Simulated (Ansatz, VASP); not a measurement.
Al3BSb2 in VASP and in Ansatz

```
CELL_PARAMETERS angstrom
6.02053 0.00000 0.00000
-3.01026 5.21393 0.00000
0.00000 0.00000 4.44240
ATOMIC_POSITIONS crystal
Al 0.84154 0.15846 0.00000
Al 0.84154 0.68309 0.00000
Al 0.31691 0.15846 0.00000
B 0.33333 0.66667 0.50000
Sb 0.33333 0.66667 0.00000
Sb 0.66667 0.33333 0.50000
```

Alike in both runs: functional PBE; k mesh 4 × 4 × 3; occupations gaussian, width 0.2 eV; no spin polarisation.

Ansatz relaxed the structure, and its values are those at the end. VASP's run is a single point on that final structure, the one shown.

```csv
,VASP,Ansatz
version,VASP 6.6.1,Ansatz 0.2.0
potentials or method,"VASP PAW PBE potentials, release 64 (Al, B, Sb), cutoff 500 eV","scalar-relativistic, plane waves, PAW"
valence electrons in the cell,22,42
```

Ansatz gave:

* gap on the k mesh at the Fermi level (eV): none
* pressure (GPa): 0.1
* rms of the force components (eV/Å): 0.002

**Question.** Estimate VASP's values.

**Answer.** gap on the k mesh at the Fermi level (eV): none; pressure (GPa): 0.3; rms of the force components (eV/Å): 0.003.

A gap of «none» marks a metal or a gap that the smearing closes. The functional is the same, so the differences come from potentials, cutoffs and numerics. VASP's potentials hold 22 valence electrons a cell and Ansatz's 42, so a difference there can come from the potentials and not from the codes.

The k mesh is coarse, so the values compare programs but aren't converged. Neither program's run includes spin-orbit coupling.
